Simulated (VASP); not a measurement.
# BeS (Fm-3m) in VASP: single point with HSE06

Aim: the single point of BeS with HSE06.

Everything below comes from runs of VASP 6.6.1. Logs are shortened: lines on timing, memory, paths and dates and some standing lists are left out, and cuts for length are marked.

## 1. The cell of the first run

It takes space group Fm-3m (No. 225, cubic). The conventional cell has a = 4.635 Å, b = 4.635 Å, c = 4.635 Å, α = 90.00°, β = 90.00°, γ = 90.00°. Within 3.1 Å of Be (site symmetry m-3m) lie 6 S at 2.32 Å. Within 3.1 Å of S (site symmetry m-3m) lie 6 Be at 2.32 Å.

## 2. Single point, HSE06

The input, POSCAR:

```
BeS
1.0
    0.0000000000      2.3172972170      2.3172972170
    2.3172972170      0.0000000000      2.3172972170
    2.3172972170      2.3172972170      0.0000000000
Be S
1 1
Direct
    0.0000000000      0.0000000000      0.0000000000
    0.5000000000      0.5000000000      0.5000000000
```

The input, INCAR.step1:

```
  ALGO = Normal
  EDIFF = 1E-5
  ENCUT = 520
  GGA = PE
  ISIF = 2
  ISMEAR = 0
  LASPH = True
  LCHARG = False
  LREAL = False
  LWAVE = True
  NBANDS = 11
  NELM = 60
  PREC = Accurate
  SIGMA = 0.01
```

The input, INCAR.step2:

```
  ALGO = Normal
  EDIFF = 1E-7
  ENCUT = 520
  GGA = PE
  HFSCREEN = 0.2079
  ISIF = 2
  ISMEAR = 0
  ISTART = 1
  LASPH = True
  LCHARG = False
  LHFCALC = True
  LREAL = False
  LWAVE = False
  NBANDS = 11
  NELM = 60
  PREC = Accurate
  PRECFOCK = Normal
  SIGMA = 0.01
```

The input, KPOINTS:

```
k-points
0
Gamma
  6 6 6
```

Potentials or basis: VASP PAW PBE potentials, release 64 (Be, S).

The run is started by

```bash
cat potpaw_PBE.64/Be/POTCAR potpaw_PBE.64/S/POTCAR > POTCAR
cp INCAR.step1 INCAR
mpirun -np 1 vasp_std > vasp.out
cp INCAR.step2 INCAR
mpirun -np 1 vasp_std > vasp.out
```

OUTCAR:

```text
EDIFF = 1E-7
   ENCUT = 520
   GGA = PE
   HFSCREEN = 0.2079
   ISIF = 2
   ISMEAR = 0
   ISTART = 1
   LASPH = True
   LHFCALC = True
   LREAL = False
   NELM = 60
   PREC = Accurate
   PRECFOCK = Normal

 ion  position               nearest neighbor table
   1  0.000  0.000  0.000-   2 2.32   2 2.32   2 2.32   2 2.32   2 2.32   2 2.32
   2  0.500  0.500  0.500-   1 2.32   1 2.32   1 2.32   1 2.32   1 2.32   1 2.32

  LATTYP: Found a face centered cubic cell.
 ALAT       =     4.6345944340

  Lattice vectors:

 A1 = (   0.0000000000,   2.3172972170,   2.3172972170)
 A2 = (   2.3172972170,   0.0000000000,   2.3172972170)
 A3 = (   2.3172972170,   2.3172972170,   0.0000000000)

Analysis of symmetry for initial positions (statically):
=====================================================================
 Subroutine PRICEL returns:
 Original cell was already a primitive cell.

 Routine SETGRP: Setting up the symmetry group for a
 face centered cubic supercell.

 Subroutine GETGRP returns: Found 48 space group operations
 (whereof 48 operations were pure point group operations)
 out of a pool of 48 trial point group operations.

The static configuration has the point symmetry O_h .

Analysis of symmetry for dynamics (positions and initial velocities):
=====================================================================
 Subroutine PRICEL returns:
 Original cell was already a primitive cell.

 Routine SETGRP: Setting up the symmetry group for a
 face centered cubic supercell.

 Subroutine GETGRP returns: Found 48 space group operations
 (whereof 48 operations were pure point group operations)
 out of a pool of 48 trial point group operations.

The dynamic configuration has the point symmetry O_h .

 Subroutine INISYM returns: Found 48 space group operations
 (whereof 48 operations are pure point group operations),
 and found     1 'primitive' translations

----------------------------------------------------------------------------------------

                                     Primitive cell

  volume of cell :      24.8872

  direct lattice vectors                    reciprocal lattice vectors
     0.000000000  2.317297217  2.317297217    -0.215768610  0.215768610  0.215768610
     2.317297217  0.000000000  2.317297217     0.215768610 -0.215768610  0.215768610
     2.317297217  2.317297217  0.000000000     0.215768610  0.215768610 -0.215768610

  length of vectors
     3.277153152  3.277153152  3.277153152     0.373722196  0.373722196  0.373722196

  position of ions in fractional coordinates (direct lattice)
     0.000000000  0.000000000  0.000000000
     0.500000000  0.500000000  0.500000000

  ion indices of the primitive-cell ions
   primitive index   ion index
                 1           1
                 2           2

----------------------------------------------------------------------------------------

 KPOINTS: k-points

Automatic generation of k-mesh.
 Grid dimensions read from file:
 generate k-points for:    6    6    6

 Generating k-lattice:

  Cartesian coordinates                     Fractional coordinates (reciprocal lattice)
    -0.035961435  0.035961435  0.035961435     0.166666667  0.000000000  0.000000000
     0.035961435 -0.035961435  0.035961435     0.000000000  0.166666667  0.000000000
     0.035961435  0.035961435 -0.035961435     0.000000000  0.000000000  0.166666667

  Length of vectors
     0.062287033  0.062287033  0.062287033

  Shift w.r.t. Gamma in fractional coordinates (k-lattice)
     0.000000000  0.000000000  0.000000000

 Subroutine IBZKPT returns following result:
 ===========================================

 Found     16 irreducible k-points:

 Following reciprocal coordinates:
            Coordinates               Weight
  0.000000  0.000000  0.000000      1.000000
  0.166667  0.000000  0.000000      8.000000
  0.333333  0.000000  0.000000      8.000000
  0.500000  0.000000  0.000000      4.000000
  0.166667  0.166667  0.000000      6.000000
  0.333333  0.166667  0.000000     24.000000
[... 8 lines left out ...]
 -0.333333  0.333333  0.166667     24.000000
 -0.333333  0.500000  0.166667     12.000000
   k-points           NKPTS =     16   k-points in BZ     NKDIM =    216   number of bands    NBANDS=     11
   number of dos      NEDOS =    301   number of ions     NIONS =      2
   total plane-waves  NPLWV =  13824
   dimension x,y,z NGX =    24 NGY =   24 NGZ =   24
   dimension x,y,z NGXF=    48 NGYF=   48 NGZF=   48
   ions per type =               1   1
   NGX,Y,Z   is equivalent  to a cutoff of  12.17, 12.17, 12.17 a.u.
   NGXF,Y,Z  is equivalent  to a cutoff of  24.35, 24.35, 24.35 a.u.
 SYSTEM =  unknown system
   PREC   = accura    normal or accurate (medium, high low for compatibility)
   ISTART =      1    job   : 0-new  1-cont  2-samecut
   ICHARG =      0    charge: 1-file 2-atom 10-const
   ISPIN  =      1    spin polarized calculation?
   LNONCOLLINEAR =      F non collinear calculations
   LSORBIT =      F    spin-orbit coupling
   LASPH  =      T    aspherical Exc in radial PAW
   ENCUT  =  520.0 eV  38.22 Ry    6.18 a.u.   6.09  6.09  6.09*2*pi/ulx,y,z
   NELM   =     60;   NELMIN=  2; NELMDL=  0     # of ELM steps
   EDIFF  = 0.1E-06   stopping-criterion for ELM
   LREAL  =      F    real-space projection
   EDIFFG = 0.1E-05   stopping-criterion for IOM
   NSW    =      0    number of steps for IOM
   IBRION =     -1    ionic relax: 0-MD 1-quasi-New 2-CG
   NFREE  =      0    steps in history (QN), initial steepest desc. (CG)
   ISIF   =      2    stress and relaxation
   ISYM   =      3    0-nonsym 1-usesym 2-fastsym
   POTIM  = 0.5000    time-step for ionic-motion
   TEBEG  =    0.0;   TEEND  =   0.0 temperature during run
   PSTRESS=    0.0 pullay stress
   NELECT =       8.0000    total number of electrons
   NUPDOWN=      -1.0000    fix difference up-down
   EMIN   =  10.00;   EMAX   =-10.00  energy-range for DOS
   EFERMI =   0.00;   METHOD = LEGACY
   ISMEAR =     0;   SIGMA  =   0.01  broadening in eV -4-tet -1-fermi 0-gaus
   EFERMI_NEDOS =   21; number of points for ismear=-14 and -15
   IALGO  =     38    algorithm
   IMIX   =      1    mixing-type and parameters
     AMIX     =   0.40;   BMIX     =  1.00
     AMIX_MAG =   1.60;   BMIX_MAG =  1.00
  volume/ion in A,a.u.               =      12.44        83.97
  Fermi-wavevector in a.u.,A,eV,Ry     =   1.121450  2.119232 17.111356  1.257649
  Thomas-Fermi vector in A             =   2.258103
   LORBIT       =      0    0 simple, 1 ext, 2 COOP (PROOUT), +10 PAW based schemes
   GGA     = PE    functional components
   LHFCALC =     T    Hartree Fock is set to
   PRECFOCK=normal    Normal, Fast or Accurate (Low or Medium for compatibility)
   ENCUT4O =  -1.0   cutoff for four orbital integrals eV
   NKREDX  =     1    reduce k-point grid by
   NKREDY  =     1    reduce k-point grid by
   NKREDZ  =     1    reduce k-point grid by
   AEXX    =    0.2500 exact exchange contribution
   HFSCREEN=    0.2079 screening length (either q_TF or 0.3 A-1)
   HFSCREENC=   0.2079 screening length for correlation (either q_TF or 0.3 A-1)
   ENCUTFOCK=  -1.0 apply spherical cutoff to Coloumb kernel
   IVDW    =     0    specifies the selected vdW correction
   LEPSILON=     F    determine dielectric tensor
   LRPA    =     F    only Hartree local field effects (RPA)
 non-spin polarized calculation
 Gauss-broadening in eV      SIGMA  =   0.01
  energy-cutoff  :      520.00
  volume of cell :       24.89
 maximum number of plane-waves:       692
  NGX = 20; NGY = 20; NGZ = 20

 number of electron       7.9999998 magnetization

 Free energy of the ion-electron system (eV)
  ---------------------------------------------------
  ext. energy  EPLUGINS =         0.00000000
  ---------------------------------------------------
  free energy    TOTEN  =       -10.16805833 eV

  energy without entropy =      -10.16805833  energy(sigma->0) =      -10.16805833

 E-fermi :   6.1177     XC(G=0):  -8.7676

 val. band max:        6.0660750065   @ k =  -0.1667   0.1667   0.0000
 cond. band min:       7.8073564649   @ k =   0.5000   0.5000   0.0000
 fundamental gap:      1.7412814584
 Fermi energy:         6.1177097197

 k-point     1 :       0.0000    0.0000    0.0000
  band No.  band energies     occupation
      1     -10.5669      2.00000
      2       5.7482      2.00000
      3       5.7482      2.00000
      4       5.7482      2.00000
      5      12.5039      0.00000
      6      16.0143      0.00000
      7      16.0143      0.00000
      8      16.0143      0.00000
      9      17.1131      0.00000
     10      17.1131      0.00000
     11      17.1131      0.00000

 k-point     2 :       0.1667    0.0000    0.0000
  band No.  band energies     occupation
      1     -10.1231      2.00000
      2       3.4211      2.00000
      3       5.6439      2.00000
      4       5.6439      2.00000
      5      12.8573      0.00000
      6      14.3099      0.00000
      7      14.3099      0.00000
      8      16.0422      0.00000
      9      17.2833      0.00000
     10      17.2833      0.00000
     11      17.7693      0.00000

 k-point     3 :       0.3333    0.0000    0.0000
  band No.  band energies     occupation
      1      -8.9587      2.00000
      2      -0.1099      2.00000
      3       5.5289      2.00000
      4       5.5289      2.00000
      5      11.6961      0.00000
      6      11.9049      0.00000
      7      11.9049      0.00000
      8      17.5390      0.00000
      9      19.8081      0.00000
     10      20.2425      0.00000
     11      20.2425      0.00000

 k-point     4 :       0.5000    0.0000    0.0000
  band No.  band energies     occupation
      1      -8.0810      2.00000
      2      -1.8833      2.00000
      3       5.5192      2.00000
      4       5.5192      2.00000
      5      11.0063      0.00000
      6      11.0063      0.00000
      7      11.1964      0.00000
      8      17.6713      0.00000
      9      23.1768      0.00000
     10      23.1768      0.00000
     11      23.3476      0.00000

 k-point     5 :       0.1667    0.1667    0.0000
  band No.  band energies     occupation
      1      -9.9702      2.00000
      2       4.1583      2.00000
      3       4.7068      2.00000
      4       4.7068      2.00000
      5      12.1523      0.00000
      6      14.0803      0.00000
      7      14.5607      0.00000
      8      16.5919      0.00000
      9      16.5919      0.00000
     10      19.5420      0.00000
     11      19.5420      0.00000
[... 99 lines left out ...]
 k-point    13 :       0.5000    0.5000    0.0000
  band No.  band energies     occupation
      1      -6.9378      2.00000
      2      -1.3570      2.00000
      3       2.6070      2.00000
      4       2.6070      2.00000
      5       7.8074      0.00000
      6      11.2690      0.00000
      7      19.4541      0.00000
      8      19.4541      0.00000
      9      21.3834      0.00000
     10      22.9622      0.00000
     11      25.8627      0.00000

 k-point    14 :       0.5000    0.3333    0.1667
  band No.  band energies     occupation
      1      -7.9869      2.00000
      2       0.1843      2.00000
      3       1.8117      2.00000
      4       3.7531      2.00000
      5      10.5944      0.00000
      6      13.3884      0.00000
      7      14.5899      0.00000
      8      17.8444      0.00000
      9      18.9211      0.00000
     10      23.3097      0.00000
     11      23.3636      0.00000

 k-point    15 :      -0.3333    0.3333    0.1667
  band No.  band energies     occupation
      1      -7.2622      2.00000
      2      -0.7165      2.00000
      3       1.1878      2.00000
      4       3.0402      2.00000
      5      11.5981      0.00000
      6      12.1742      0.00000
      7      16.5234      0.00000
      8      17.6385      0.00000
      9      20.0309      0.00000
     10      20.3733      0.00000
     11      24.9605      0.00000

 k-point    16 :      -0.3333    0.5000    0.1667
  band No.  band energies     occupation
      1      -6.9093      2.00000
      2      -0.6687      2.00000
      3       1.1701      2.00000
      4       1.9729      2.00000
      5      10.1181      0.00000
      6      14.0233      0.00000
      7      15.0099      0.00000
      8      19.1208      0.00000
      9      20.1053      0.00000
     10      22.2934      0.00000
     11      25.9488      0.00000

------------------------ aborting loop because EDIFF is reached ----------------------------------------

  FORCE on cell =-STRESS in cart. coord.  units (eV):
  Direction    XX          YY          ZZ          XY          YZ          ZX
  --------------------------------------------------------------------------------------
  -------------------------------------------------------------------------------------
  Total       -0.3049091     -0.3049091     -0.3049091     -0.0000000      0.0000000     -0.0000000
  in kB      -19.6293424    -19.6293424    -19.6293424     -0.0000000      0.0000000     -0.0000000
  external PRESSURE =     -19.6293424 kB  Pullay stress =       0.0000000 kB

 VOLUME and BASIS-vectors are now :
 -----------------------------------------------------------------------------
  energy-cutoff  :      520.00
  volume of cell :       24.89
      direct lattice vectors                 reciprocal lattice vectors
     0.000000000  2.317297217  2.317297217    -0.215768610  0.215768610  0.215768610
     2.317297217  0.000000000  2.317297217     0.215768610 -0.215768610  0.215768610
     2.317297217  2.317297217  0.000000000     0.215768610  0.215768610 -0.215768610

 POSITION                                       TOTAL-FORCE (eV/Angst)
 -----------------------------------------------------------------------------------
      0.00000      0.00000      0.00000         0.000000     -0.000000      0.000000
      2.31730      2.31730      2.31730        -0.000000      0.000000     -0.000000
 -----------------------------------------------------------------------------------
    total drift:                                0.000000      0.000001      0.000001

  FREE ENERGIE OF THE ION-ELECTRON SYSTEM (eV)
  ---------------------------------------------------
  free  energy   TOTEN  =       -10.1680583259 eV

  energy  without entropy=      -10.1680583259  energy(sigma->0) =      -10.16805833
```

Run time: 16 min. Hardware: 1 thread of AMD EPYC 7R43 (Zen 3), shared host; peak memory 0.21 GiB.

Results:

```
Free energy            : -10.1681 eV
Pressure               : -2.0 GPa
Band gap on the k mesh : 1.74 eV (least direct gap 5.20 eV)
```

Levels at points of the mesh, in eV from the valence-band top:
| k point | band 1 | band 2 | band 3 | band 4 | band 5 | band 6 | band 7 | band 8 | band 9 |
| --- | --- | --- | --- | --- | --- | --- | --- | --- | --- |
| (0.00, 0.00, 0.00) | -16.63 | -0.32 | -0.32 | -0.32 | 6.44 | 9.95 | 9.95 | 9.95 | 11.05 |
| (0.50, 0.00, 0.00) | -14.15 | -7.95 | -0.55 | -0.55 | 4.94 | 4.94 | 5.13 | 11.61 | 17.11 |
| (0.50, 0.50, 0.00) | -13.00 | -7.42 | -3.46 | -3.46 | 1.74 | 5.20 | 13.39 | 13.39 | 15.32 |

Caveat: the PAW data sets were made with another functional, which shifts forces and pressure a little. A k mesh can miss the band edges.
